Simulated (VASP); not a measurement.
Crystal: KF.

```
K F
1.0
     0.00000    2.97636    2.97636
     2.97636    0.00000    2.97636
     2.97636    2.97636    0.00000
K F
1 1
Cartesian
  4.4645 4.4645 4.4645
  0.0000 0.0000 0.0000
```

This cell differs from its parent crystal: atoms taken out.

Base run:

```yaml
Program: VASP 6.6.1
Functional: PBE
Potentials_or_basis: VASP PAW PBE potentials, release 64 (K_sv, F)
Cutoff: 520 eV
k_mesh: 8 × 8 × 8
Occupations: gaussian, width 0.02 eV
Spin: no spin polarisation
```

Its results: band gap on the k mesh 5.05 eV (least direct gap 5.23 eV); pressure 0.0 GPa.

**Question.** The run is repeated on the same cell with these changes: functional from PBE to r2SCAN. What comes out?

**Answer.** Band gap on the k mesh 5.64 eV (least direct gap 5.82 eV); pressure -0.9 GPa.

Caveats: the PAW data sets were made with another functional, which shifts forces and pressure a little (at least some runs).

A k mesh can miss the band edges.
